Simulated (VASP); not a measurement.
Crystal: CuPt6.

```
Cu Pt
1.0
     0.00000    3.87047    3.87047
     3.87047    0.00000    3.87047
     3.87047    3.87047    0.00000
Cu Pt
1 6
Direct
  0.00000 0.00000 0.00000
  0.32270 0.67730 0.67730
  0.67730 0.32270 0.32270
  0.67730 0.32270 0.67730
  0.32270 0.67730 0.32270
  0.67730 0.67730 0.32270
  0.32270 0.32270 0.67730
```

Base run:

| Item | Value |
| --- | --- |
| Program | VASP 6.6.1 |
| Functional | PBE |
| Potentials or basis | VASP PAW PBE potentials, release 64 (Cu_sv_GW, Pt_sv_GW) |
| Cutoff | 700 eV |
| k mesh | 4 × 4 × 4 |
| Occupations | gaussian, width 0.1 eV |
| Spin | no spin polarisation |

Its results: pressure 319.2 GPa; largest force 84.087 eV/Å.

**Question.** The run is repeated on the same cell with these changes: potentials or basis from VASP PAW PBE potentials, release 64 (Cu_sv_GW, Pt_sv_GW) to VASP PAW PBE potentials, release 64 (Cu, Pt); cutoff from 700 eV to 520 eV; further incar settings from ALGO = Normal; EDIFF = 1e-06; NBANDS = 72 to ALGO = Normal; EDIFF = 1e-06; NBANDS = 44; valence electrons from 127 to 71. What comes out?

**Answer.** Pressure 279.1 GPa; largest force 73.327 eV/Å.

Caveats: forces of over 1 eV/Å act on the atoms, so gaps and moduli don't describe the material at rest.
